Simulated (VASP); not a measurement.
Crystal: Ti5Si.

```
CELL_PARAMETERS angstrom
2.52284 1.45656 4.44090
-2.52284 1.45656 4.44090
0.00000 -2.91312 4.44090
ATOMIC_POSITIONS crystal
Ti 0.15144 0.15144 0.15144
Ti 0.60535 0.39465 0.00000
Ti 0.00000 0.60535 0.39465
Ti 0.84856 0.84856 0.84856
Ti 0.39465 0.00000 0.60535
Si 0.50000 0.50000 0.50000
```

| Item | Value |
| --- | --- |
| Program | VASP 6.6.1 |
| Task | relaxation of cell and atoms |
| Functional | PBEsol |
| Potentials or basis | VASP PAW PBE potentials, release 64 (Ti_sv, Si) |
| Cutoff | 600 eV |
| k mesh | 3 × 3 × 3 |
| Occupations | gaussian, width 0.1 eV |
| Spin | no spin polarisation |

At the start: pressure -4.8 GPa; volume 16.32 Å³/atom.

Question: Where does the relaxation end?

Answer: Over 6 steps the energy falls by 9.8 meV/atom and the volume is 15.67 Å³/atom (-4.0 %); space group R32 (No. 155, to 0.1 Å) before and after.

The path:
| step | energy change (eV) | largest force (eV/Å) | pressure (GPa) | volume (Å³) |
| --- | --- | --- | --- | --- |
| 1 | 0.0000 | 0.0605 | -4.80 | 97.91 |
| 2 | -0.0168 | 0.0937 | 4.52 | 91.14 |
| 3 | -0.0586 | 0.0180 | -0.04 | 94.16 |
| 4 | -0.0586 | 0.0198 | 0.06 | 94.09 |
| 5 | -0.0590 | 0.0073 | 0.06 | 94.05 |
| 6 | -0.0591 | 0.0074 | 0.07 | 94.02 |

Final structure:
```
Ti Si
1.0
     2.48597    1.43527    4.39183
    -2.48597    1.43527    4.39183
     0.00000   -2.87055    4.39183
Ti Si
5 1
Cartesian
  0.0000 0.0000 1.9954
  0.5221 1.4353 4.3918
  0.9819 1.1698 8.7837
  0.0000 0.0000 11.1801
  0.9819 -1.1698 4.3918
  0.0000 0.0000 6.5877
```

Caveat: the k points lie up to 0.51 Å⁻¹ apart in the final cell; the PAW data sets were made with another functional, which shifts forces and pressure a little.
